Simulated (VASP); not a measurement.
# PIr2 (Fm-3m) in VASP: a series of runs

PIr2 is run at these levels: LDA; tasks: single point, relaxation of cell and atoms.

All numbers are computed with VASP 6.6.1; they aren't measurements. Logs are shortened: lines on timing, memory, paths and dates and some standing lists are left out, and cuts for length are marked.

## Step 1: The cell of the first run

Symmetry: Fm-3m, No. 225, cubic system. Conventional cell: a = 5.506 Å, b = 5.506 Å, c = 5.506 Å, α = 90.00°, β = 90.00°, γ = 90.00°. P (site symmetry m-3m) has 8 Ir at 2.38 Å within 3.1 Å. Ir (site symmetry -43m) has 4 P at 2.38 Å and 6 Ir at 2.75 Å within 3.1 Å.

## Step 2: Single point, LDA

Input file INCAR:

```
ALGO = Normal
EDIFF = 1E-6
ENCUT = 520
GGA = CA
ISIF = 2
ISMEAR = 1
LASPH = T
LCHARG = F
LREAL = F
LWAVE = F
NBANDS = 18
NELM = 80
PREC = Accurate
SIGMA = 0.05
```

Input file KPOINTS:

```
k-points
0
Gamma
  8 8 8
```

Input file POSCAR:

```
PIr2
1.0
    0.0000000000      2.7527510034      2.7527510034
    2.7527510034      0.0000000000      2.7527510034
    2.7527510034      2.7527510034      0.0000000000
P Ir
1 2
Direct
    0.0000000000      0.0000000000      0.0000000000
    0.2500000000      0.2500000000      0.2500000000
    0.7500000000      0.7500000000      0.7500000000
```

Potentials or basis: VASP PAW LDA potentials, release 64 (P, Ir).

On the command line:

```
> cat potpaw_LDA.64/P/POTCAR potpaw_LDA.64/Ir/POTCAR > POTCAR
> mpirun -np 1 vasp_std > vasp.out
```

OUTCAR:

```text
EDIFF = 1E-6
   ENCUT = 520
   GGA = CA
   ISIF = 2
   ISMEAR = 1
   LASPH = T
   LREAL = F
   NELM = 80
   PREC = Accurate

 ion  position               nearest neighbor table
   1  0.000  0.000  0.000-   3 2.38   3 2.38   3 2.38   2 2.38   2 2.38   2 2.38   3 2.38   2 2.38

   2  0.250  0.250  0.250-   1 2.38   1 2.38   1 2.38   1 2.38   3 2.75   3 2.75   3 2.75   3 2.75
                             3 2.75   3 2.75
   3  0.750  0.750  0.750-   1 2.38   1 2.38   1 2.38   1 2.38   2 2.75   2 2.75   2 2.75   2 2.75
                             2 2.75   2 2.75

  LATTYP: Found a face centered cubic cell.
 ALAT       =     5.5055020068

  Lattice vectors:

 A1 = (   0.0000000000,   2.7527510034,   2.7527510034)
 A2 = (   2.7527510034,   0.0000000000,   2.7527510034)
 A3 = (   2.7527510034,   2.7527510034,   0.0000000000)

Analysis of symmetry for initial positions (statically):
=====================================================================
 Subroutine PRICEL returns:
 Original cell was already a primitive cell.

 Routine SETGRP: Setting up the symmetry group for a
 face centered cubic supercell.

 Subroutine GETGRP returns: Found 48 space group operations
 (whereof 48 operations were pure point group operations)
 out of a pool of 48 trial point group operations.

The static configuration has the point symmetry O_h .

Analysis of symmetry for dynamics (positions and initial velocities):
=====================================================================
 Subroutine PRICEL returns:
 Original cell was already a primitive cell.

 Routine SETGRP: Setting up the symmetry group for a
 face centered cubic supercell.

 Subroutine GETGRP returns: Found 48 space group operations
 (whereof 48 operations were pure point group operations)
 out of a pool of 48 trial point group operations.

The dynamic configuration has the point symmetry O_h .

 Subroutine INISYM returns: Found 48 space group operations
 (whereof 48 operations are pure point group operations),
 and found     1 'primitive' translations

----------------------------------------------------------------------------------------

                                     Primitive cell

  volume of cell :      41.7187

  direct lattice vectors                    reciprocal lattice vectors
[... 86 lines left out ...]
   LASPH  =      T    aspherical Exc in radial PAW
   ENCUT  =  520.0 eV  38.22 Ry    6.18 a.u.   7.24  7.24  7.24*2*pi/ulx,y,z
   NELM   =     80;   NELMIN=  2; NELMDL= -5     # of ELM steps
   EDIFF  = 0.1E-05   stopping-criterion for ELM
   LREAL  =      F    real-space projection
   EDIFFG = 0.1E-04   stopping-criterion for IOM
   NSW    =      0    number of steps for IOM
   IBRION =     -1    ionic relax: 0-MD 1-quasi-New 2-CG
   NFREE  =      0    steps in history (QN), initial steepest desc. (CG)
   ISIF   =      2    stress and relaxation
   ISYM   =      2    0-nonsym 1-usesym 2-fastsym
   POTIM  = 0.5000    time-step for ionic-motion
   TEBEG  =    0.0;   TEEND  =   0.0 temperature during run
   PSTRESS=    0.0 pullay stress
   NELECT =      23.0000    total number of electrons
   NUPDOWN=      -1.0000    fix difference up-down
   EMIN   =  10.00;   EMAX   =-10.00  energy-range for DOS
   EFERMI =   0.00;   METHOD = LEGACY
   ISMEAR =     1;   SIGMA  =   0.05  broadening in eV -4-tet -1-fermi 0-gaus
   EFERMI_NEDOS =   21; number of points for ismear=-14 and -15
   IALGO  =     38    algorithm
   IMIX   =      4    mixing-type and parameters
     AMIX     =   0.40;   BMIX     =  1.00
     AMIX_MAG =   1.60;   BMIX_MAG =  1.00
  volume/ion in A,a.u.               =      13.91        93.84
  Fermi-wavevector in a.u.,A,eV,Ry     =   1.342375  2.536721 24.517298  1.801971
  Thomas-Fermi vector in A             =   2.470534
   LORBIT       =      0    0 simple, 1 ext, 2 COOP (PROOUT), +10 PAW based schemes
   GGA     = CA    functional components
   LHFCALC =     F    Hartree Fock is set to
   AEXX    =    0.0000 exact exchange contribution
   IVDW    =     0    specifies the selected vdW correction
   LEPSILON=     F    determine dielectric tensor
   LRPA    =     F    only Hartree local field effects (RPA)
 non-spin polarized calculation
 Methfessel and Paxton  Order N= 1 SIGMA  =   0.05
  energy-cutoff  :      520.00
  volume of cell :       41.72
 maximum number of plane-waves:      1158
 NGX is ok and might be reduce to    30
   NGX = 15   NGY = 15   NGZ = 15

 number of electron      23.0000002 magnetization

 Free energy of the ion-electron system (eV)
  ---------------------------------------------------
  ext. energy  EPLUGINS =         0.00000000
  ---------------------------------------------------
  free energy    TOTEN  =       -28.03182123 eV

  energy without entropy =      -28.03181558  energy(sigma->0) =      -28.03181935

 E-fermi :  10.1280     XC(G=0): -13.2148

 val. band max:       10.0623969053   @ k =   0.5000   0.5000   0.0000
 cond. band min:      10.1515271316   @ k =   0.1250   0.1250   0.0000
 fundamental gap:      0.0891302263
 Fermi energy:        10.1279912886

 k-point     1 :       0.0000    0.0000    0.0000
  band No.  band energies     occupation
      1      -4.4817      2.00000
      2       2.3764      2.00000
      3       2.3764      2.00000
      4       2.3764      2.00000
      5       3.9991      2.00000
      6       3.9991      2.00000
[... 481 lines left out ...]
      5       5.4760      2.00000
      6       5.9859      2.00000
[... 10 lines left out ...]
     17      18.9581      0.00000
     18      19.5507      0.00000

 [... further k-points ...]

------------------------ aborting loop because EDIFF is reached ----------------------------------------

  FORCE on cell =-STRESS in cart. coord.  units (eV):
  Direction    XX          YY          ZZ          XY          YZ          ZX
  --------------------------------------------------------------------------------------
  -------------------------------------------------------------------------------------
  Total        0.5442072      0.5442072      0.5442072     -0.0000000      0.0000000      0.0000000
  in kB       20.8998926     20.8998926     20.8998926     -0.0000000      0.0000000      0.0000000
  external PRESSURE =      20.8998926 kB  Pullay stress =       0.0000000 kB

 VOLUME and BASIS-vectors are now :
 -----------------------------------------------------------------------------
  energy-cutoff  :      520.00
  volume of cell :       41.72
      direct lattice vectors                 reciprocal lattice vectors
     0.000000000  2.752751003  2.752751003    -0.181636479  0.181636479  0.181636479
     2.752751003  0.000000000  2.752751003     0.181636479 -0.181636479  0.181636479
     2.752751003  2.752751003  0.000000000     0.181636479  0.181636479 -0.181636479

 POSITION                                       TOTAL-FORCE (eV/Angst)
 -----------------------------------------------------------------------------------
      0.00000      0.00000      0.00000        -0.000000     -0.000000     -0.000000
      1.37638      1.37638      1.37638         0.000000      0.000000      0.000000
      4.12913      4.12913      4.12913        -0.000000     -0.000000     -0.000000
 -----------------------------------------------------------------------------------
    total drift:                               -0.000000      0.000000      0.000000

  FREE ENERGIE OF THE ION-ELECTRON SYSTEM (eV)
  ---------------------------------------------------
  free  energy   TOTEN  =       -28.0318212341 eV

  energy  without entropy=      -28.0318155777  energy(sigma->0) =      -28.03181935
```

It took 16 s on 1 thread of Intel Xeon Platinum 8559C (Emerald Rapids), shared host; peak memory 0.16 GiB.

What came out:

```
Free energy            : -28.0318 eV
Pressure               : 2.1 GPa
Band gap on the k mesh : zero (an odd number of electrons rules out a gap without spin polarisation)
```

Caveat: spin-orbit coupling is left out, which moves the levels of the heavy elements.

## Step 3: Relaxation of cell and atoms, LDA

This run uses another cell than the first one, of 14.13 Å³/atom.

Input file INCAR:

```
SYSTEM = PIr2
PREC = Accurate
ENCUT = 600
EDIFF = 1E-6
ISMEAR = 1
SIGMA = 0.05
LREAL = .FALSE.
LASPH = .TRUE.
NELM = 80
ALGO = Normal
ISIF = 3
LWAVE = .FALSE.
LCHARG = .FALSE.
GGA = CA
IBRION = 2
NSW = 80
EDIFFG = -0.03
```

Input file KPOINTS:

```
Automatic mesh
0
G
  8 8 8
  0 0 0
```

Input file POSCAR:

```
PIr2
1.0
    0.0000000000      2.7675000000      2.7675000000
    2.7675000000      0.0000000000      2.7675000000
    2.7675000000      2.7675000000      0.0000000000
P Ir
1 2
Direct
    0.0000000000      0.0000000000      0.0000000000
    0.2500000000      0.2500000000      0.2500000000
    0.7500000000      0.7500000000      0.7500000000
```

Potentials or basis: VASP PAW LDA potentials, release 64 (P, Ir).

On the command line:

```
> cat potpaw_LDA.64/P/POTCAR potpaw_LDA.64/Ir/POTCAR > POTCAR
> mpirun -np 1 vasp_std > vasp.out
```

Run time: 25 s. Hardware: 1 thread of Intel Xeon Platinum 8559C (Emerald Rapids), shared host; peak memory 0.18 GiB.

The run converged. Its results:

- Free energy: -28.0346 eV
- Relaxed volume: 14.00 Å³/atom
- Relaxed cell: a = 3.902 Å, b = 3.902 Å, c = 3.902 Å, α = 60.00°, β = 60.00°, γ = 60.00°
- Space group after relaxing (to 0.1 Å): Fm-3m (No. 225)
- Energy gained by relaxing: 1.2 meV/atom
- Ionic steps: 3
- Pressure after relaxing: 0.0 GPa
- Band gap on the k mesh: zero (an odd number of electrons rules out a gap without spin polarisation)

Step by step:
```csv
step,energy change (eV),largest force (eV/Å),pressure (GPa),volume (Å³)
1,0.0000,0.0000,-2.88,42.39
2,0.0290,0.0000,9.37,40.85
3,-0.0036,0.0000,-0.03,42.00
```

Final structure:
```yaml
crystal:
  lattice:
    - [0.00000, 2.75900, 2.75900]
    - [2.75900, 0.00000, 2.75900]
    - [2.75900, 2.75900, 0.00000]
  atoms:
    - { symbol: P, position: [0.00000, 0.00000, 0.00000] }
    - { symbol: Ir, position: [0.25000, 0.25000, 0.25000] }
    - { symbol: Ir, position: [0.75000, 0.75000, 0.75000] }
```

Levels at points of the mesh, in eV from the Fermi level:
| k point | band 8 | band 9 | band 10 | band 11 | band 12 | band 13 | band 14 | band 15 |
| --- | --- | --- | --- | --- | --- | --- | --- | --- |
| (0.00, 0.00, 0.00) | -0.55 | -0.55 | 0.43 | 1.63 | 1.63 | 4.46 | 4.46 | 4.46 |
| (0.50, 0.00, 0.00) | -2.87 | -2.87 | -2.68 | -2.68 | -2.53 | 3.84 | 4.46 | 4.46 |
| (0.50, 0.50, 0.00) | -2.49 | -2.49 | -0.90 | -0.90 | -0.07 | 1.47 | 1.73 | 5.51 |

Caveat: spin-orbit coupling is left out, which moves the levels of the heavy elements.
